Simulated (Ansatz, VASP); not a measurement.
# Two plane-wave programs on Zn4SeS3

INCAR

```
SYSTEM = Zn4SeS3
PREC = Accurate
ENCUT = 600
EDIFF = 1E-6
ISMEAR = 0
SIGMA = 0.02
LREAL = .False.
LASPH = .True.
NELM = 80
ALGO = Normal
ISIF = 3
LWAVE = .False.
LCHARG = .False.
GGA = PE
IBRION = 2
NSW = 100
EDIFFG = -0.01
```

File KPOINTS:

```
regular mesh
0
Gamma
  6 6 6
  0 0 0
```

POSCAR

```
Zn4SeS3
1.0
    5.5155751000      0.0000000000      0.0000000000
    0.0000000000      5.5155751000      0.0000000000
    0.0000000000      0.0000000000      5.5155751000
Zn Se S
4 1 3
Direct
    0.7436060000      0.7436060000      0.7436060000
    0.7436060000      0.2563940000      0.2563940000
    0.2563940000      0.7436060000      0.2563940000
    0.2563940000      0.2563940000      0.7436060000
    0.0000000000      0.0000000000      0.0000000000
    0.5000000000      0.5000000000      0.0000000000
    0.5000000000      0.0000000000      0.5000000000
    0.0000000000      0.5000000000      0.5000000000
```

Input for Ansatz:

```yaml
crystal:
  lattice:
    - [5.5155751, 0.0, 0.0]
    - [0.0, 5.5155751, 0.0]
    - [0.0, 0.0, 5.5155751]
  atoms:
    - { symbol: Zn, position: [0.743606, 0.743606, 0.743606] }
    - { symbol: Zn, position: [0.743606, 0.256394, 0.256394] }
    - { symbol: Zn, position: [0.256394, 0.743606, 0.256394] }
    - { symbol: Zn, position: [0.256394, 0.256394, 0.743606] }
    - { symbol: Se, position: [0.0, 0.0, 0.0] }
    - { symbol: S, position: [0.5, 0.5, 0.0] }
    - { symbol: S, position: [0.5, 0.0, 0.5] }
    - { symbol: S, position: [0.0, 0.5, 0.5] }
basis:
  ecutwfc: 420
kpoints:
  mp_grid: { grid: [6, 6, 6] }
hamiltonian:
  xc: pbe
scf:
  occupations: { method: gaussian, width: 0.02 }
output:
  forces: true
  stress: true
  eigenvalues: true
relax:
  adjacent_minimum: "off"
  f_tol: 0.01
  max_steps: 80
  cell: { stress_tol: 0.05 }
```

Alike in both runs: task relaxation of cell and atoms; functional PBE; k mesh 6 × 6 × 6; occupations gaussian, width 0.02 eV; no spin polarisation.

|  | VASP | Ansatz |
| --- | --- | --- |
| version | VASP 6.6.1 | Ansatz 0.2.0 |
| potentials or method | VASP PAW PBE potentials, release 64 (Zn, Se, S), cutoff 600 eV | scalar-relativistic, plane waves, PAW |
| valence electrons in the cell | 72 | 82 |

|  | VASP | Ansatz | Ansatz less VASP |
| --- | --- | --- | --- |
| gap on the k mesh at the Fermi level, each at its own relaxed structure (eV) | 1.72 | 1.73 | +0.010 |
| relaxed volume (Å³/atom) | 21.03 | 20.97 | -0.060 |
| relaxed length of the cell vector where the two differ most in proportion (Å) | 5.521 | 5.516 | -0.0053 |

VASP's potentials hold 72 valence electrons a cell and Ansatz's 82, so a difference there can come from the potentials and not from the codes.
